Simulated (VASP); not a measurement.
# Re (C2/m) in VASP: single point with r2SCAN

Aim: the single point of Re with r2SCAN.

Everything below comes from runs of VASP 6.6.1. Logs are shortened: lines on timing, memory, paths and dates and some standing lists are left out, and cuts for length are marked.

## 1. The cell of the first run

The structure is monoclinic, space group C2/m (No. 12). Conventional cell: a = 4.803 Å, b = 2.773 Å, c = 4.492 Å, α = 90.00°, β = 90.00°, γ = 90.00°. Within 2.1 Å of Re (site symmetry m) lie 1 Re at 1.60 Å.

## 2. Single point, r2SCAN (shortest bond scaled by 0.58)

POSCAR

```
Re
1.0
    2.7728322014      0.0000000000      0.0000000000
   -1.3864161007      2.4013431268      0.0000000000
    0.0000000000      0.0000000000      4.4919881662
Re
2
Direct
    0.1933333333      0.5966666667      0.1450000000
    0.8066666667      0.4033333333      0.8550000000
```

INCAR.step1

```
  PREC = Accurate
  ENCUT = 520
  ISMEAR = -1
  SIGMA = 0.05
  LREAL = F
  LASPH = T
  NELM = 80
  NBANDS = 14
  GGA = PE
  ALGO = Normal
  EDIFF = 1E-4
  LWAVE = T
  LCHARG = F
```

INCAR.step2

```
  PREC = Accurate
  ENCUT = 520
  EDIFF = 1E-7
  ISMEAR = -1
  SIGMA = 0.05
  LREAL = F
  LASPH = T
  NELM = 80
  ALGO = Normal
  ISIF = 2
  LWAVE = F
  LCHARG = F
  METAGGA = R2SCAN
  LMIXTAU = T
  NBANDS = 14
  ISTART = 1
```

KPOINTS

```
Automatic mesh
0
Gamma
  12 12 7
```

Potentials or basis: VASP PAW PBE potentials, release 64 (Re).

Command:

```
cat potpaw_PBE.64/Re/POTCAR > POTCAR
cp INCAR.step1 INCAR
mpirun -np 1 vasp_std > vasp.out
cp INCAR.step2 INCAR
mpirun -np 1 vasp_std > vasp.out
```

OUTCAR:

```text
PREC = Accurate
   ENCUT = 520
   EDIFF = 1E-7
   ISMEAR = -1
   LREAL = F
   LASPH = T
   NELM = 80
   ISIF = 2
   METAGGA = R2SCAN
   ISTART = 1

 ion  position               nearest neighbor table
   1  0.193  0.597  0.145-   2 1.60   2 2.41   2 2.41   2 3.20   2 3.20   2 3.32
   2  0.807  0.403  0.855-   1 1.60   1 2.41   1 2.41   1 3.20   1 3.20   1 3.32

 -----------------------------------------------------------------------------
|                                                                             |
|           W    W    AA    RRRRR   N    N  II  N    N   GGGG   !!!           |
|           W    W   A  A   R    R  NN   N  II  NN   N  G    G  !!!           |
|           W    W  A    A  R    R  N N  N  II  N N  N  G       !!!           |
|           W WW W  AAAAAA  RRRRR   N  N N  II  N  N N  G  GGG   !            |
|           WW  WW  A    A  R   R   N   NN  II  N   NN  G    G                |
|           W    W  A    A  R    R  N    N  II  N    N   GGGG   !!!           |
|                                                                             |
|     The distance between some ions is very small. Please check the          |
|     nearest-neighbor list in the OUTCAR file.                               |
|     I HOPE YOU KNOW WHAT YOU ARE DOING!                                     |
|                                                                             |
 -----------------------------------------------------------------------------

  LATTYP: Found a hexagonal cell.
 ALAT       =     2.7728322014
 C/A-ratio  =     1.6200000000

  Lattice vectors:

 A1 = (   2.7728322014,   0.0000000000,   0.0000000000)
 A2 = (  -1.3864161007,   2.4013431268,   0.0000000000)
 A3 = (   0.0000000000,   0.0000000000,   4.4919881662)

Analysis of symmetry for initial positions (statically):
=====================================================================
 Subroutine PRICEL returns:
 Original cell was already a primitive cell.

 Routine SETGRP: Setting up the symmetry group for a
 hexagonal supercell.

 Subroutine GETGRP returns: Found  4 space group operations
 (whereof  4 operations were pure point group operations)
 out of a pool of 24 trial point group operations.

The static configuration has the point symmetry C_2h.

Analysis of symmetry for dynamics (positions and initial velocities):
=====================================================================
 Subroutine PRICEL returns:
 Original cell was already a primitive cell.

 Routine SETGRP: Setting up the symmetry group for a
 hexagonal supercell.

 Subroutine GETGRP returns: Found  4 space group operations
 (whereof  4 operations were pure point group operations)
 out of a pool of 24 trial point group operations.

The dynamic configuration has the point symmetry C_2h.

[... 116 lines left out ...]
   IMIX   =      4    mixing-type and parameters
     AMIX     =   0.40;   BMIX     =  1.00
     AMIX_MAG =   1.60;   BMIX_MAG =  1.00
  volume/ion in A,a.u.               =      14.96       100.92
  Fermi-wavevector in a.u.,A,eV,Ry     =   1.271097  2.402025 21.982765  1.615688
  Thomas-Fermi vector in A             =   2.404049
   LORBIT       =      0    0 simple, 1 ext, 2 COOP (PROOUT), +10 PAW based schemes
   METAGGA = R2SCAN    functional components
   LHFCALC =     F    Hartree Fock is set to
   AEXX    =    0.0000 exact exchange contribution
   IVDW    =     0    specifies the selected vdW correction
   LEPSILON=     F    determine dielectric tensor
   LRPA    =     F    only Hartree local field effects (RPA)
 non-spin polarized calculation
  energy-cutoff  :      520.00
  volume of cell :       29.91
 maximum number of plane-waves:       817
 NGX is ok and might be reduce to    24
   NGX = 11   NGY = 11   NGZ = 17

 number of electron      14.0000000 magnetization

 Free energy of the ion-electron system (eV)
  ---------------------------------------------------
  ext. energy  EPLUGINS =         0.00000000
  ---------------------------------------------------
  free energy    TOTEN  =       -91.43924997 eV

  energy without entropy =      -91.42750554  energy(sigma->0) =      -91.43337775

 E-fermi :   8.1777     XC(G=0): -14.0893

 val. band max:        8.1770311755   @ k =   0.4167   0.1667   0.4286
 cond. band min:       8.1813640423   @ k =   0.0833  -0.2500   0.2857
 fundamental gap:      0.0043328668
 Fermi energy:         8.1776501029

 k-point     1 :       0.0000    0.0000    0.0000
  band No.  band energies     occupation
      1      -3.4264      2.00000
      2      -2.4349      2.00000
      3       0.8655      2.00000
      4       1.8173      2.00000
      5       1.8223      2.00000
      6       4.4843      2.00000
      7       5.0879      2.00000
      8      10.1683      0.00000
      9      10.2839      0.00000
     10      11.5450      0.00000
     11      14.8528      0.00000
     12      16.2787      0.00000
     13      17.5285      0.00000
     14      22.9376      0.00000
[... 377 lines left out ...]
      1      -2.0815      2.00000
      2      -0.6359      2.00000
      3       1.2479      2.00000
      4       2.8500      2.00000
      5       4.3583      2.00000
      6       5.3142      2.00000
      7       7.1841      2.00000
      8      10.2657      0.00000
      9      11.3220      0.00000
     10      12.5355      0.00000
     11      12.9110      0.00000
     12      17.5433      0.00000
     13      19.2946      0.00000
     14      20.6746      0.00000

 [... further k-points ...]

------------------------ aborting loop because EDIFF is reached ----------------------------------------

  FORCE on cell =-STRESS in cart. coord.  units (eV):
  Direction    XX          YY          ZZ          XY          YZ          ZX
  --------------------------------------------------------------------------------------
  -------------------------------------------------------------------------------------
  Total       35.7716842     20.8146381     39.8182292     12.9531819     10.2664232     17.7818533
  in kB     1916.1678870   1114.9696172   2132.9275886    693.8580551    549.9374967    952.5136139
  external PRESSURE =    1721.3550310 kB  Pullay stress =       0.0000000 kB

 VOLUME and BASIS-vectors are now :
 -----------------------------------------------------------------------------
  energy-cutoff  :      520.00
  volume of cell :       29.91
      direct lattice vectors                 reciprocal lattice vectors
     2.772832201  0.000000000  0.000000000     0.360642090  0.208216808  0.000000000
    -1.386416101  2.401343127  0.000000000     0.000000000  0.416433615  0.000000000
     0.000000000  0.000000000  4.491988166     0.000000000  0.000000000  0.222618574

 POSITION                                       TOTAL-FORCE (eV/Angst)
 -----------------------------------------------------------------------------------
     -0.29115      1.43280      0.65134        14.022802      8.096069     31.993951
      1.67756      0.96854      3.84065       -14.022802     -8.096069    -31.993951
 -----------------------------------------------------------------------------------
    total drift:                                0.000000     -0.000000     -0.000000

  FREE ENERGIE OF THE ION-ELECTRON SYSTEM (eV)
  ---------------------------------------------------
  free  energy   TOTEN  =       -91.4392499671 eV

  energy  without entropy=      -91.4275055373  energy(sigma->0) =      -91.43337775
```

OUTCAR.step1:

```text
PREC = Accurate
   ENCUT = 520
   ISMEAR = -1
   LREAL = F
   LASPH = T
   NELM = 80
[... 643 lines left out ...]
 -----------------------------------------------------------------------------------
     -0.29115      1.43280      0.65134        15.887005      9.172366     35.504292
      1.67756      0.96854      3.84065       -15.887005     -9.172366    -35.504292
 -----------------------------------------------------------------------------------
    total drift:                                0.000000     -0.000000     -0.000000

  FREE ENERGIE OF THE ION-ELECTRON SYSTEM (eV)
  ---------------------------------------------------
  free  energy   TOTEN  =       -10.2565571902 eV

  energy  without entropy=      -10.2441145719  energy(sigma->0) =      -10.25033588
```

Run time: 2.6 min. Hardware: 1 thread of Intel Xeon 6975P-C (Granite Rapids), shared host; peak memory 0.24 GiB.

Results:

* Free energy: -91.4392 eV
* Pressure: 172.1 GPa
* Largest force: 35.858 eV/Å
* Band gap on the k mesh: zero (bands 7 and 8 overlap by 3.38 eV)

Forces in eV/Å, atoms in the order of the input:
```
Re   14.023   8.096  31.994
Re  -14.023  -8.096 -31.994
```

Stress tensor (GPa, compression positive):
```
191.62  69.39  95.25
 69.39 111.50  54.99
 95.25  54.99 213.29
```

Caveat: the cell differs from its parent crystal (shortest bond scaled by 0.58); atoms lie so close that the PAW spheres overlap strongly, which falsifies energies and pressures; the stress differs along the axes, from 111 to 213 GPa; the PAW data sets were made with another functional, which shifts forces and pressure a little; spin-orbit coupling is left out, which moves the levels of the heavy elements.
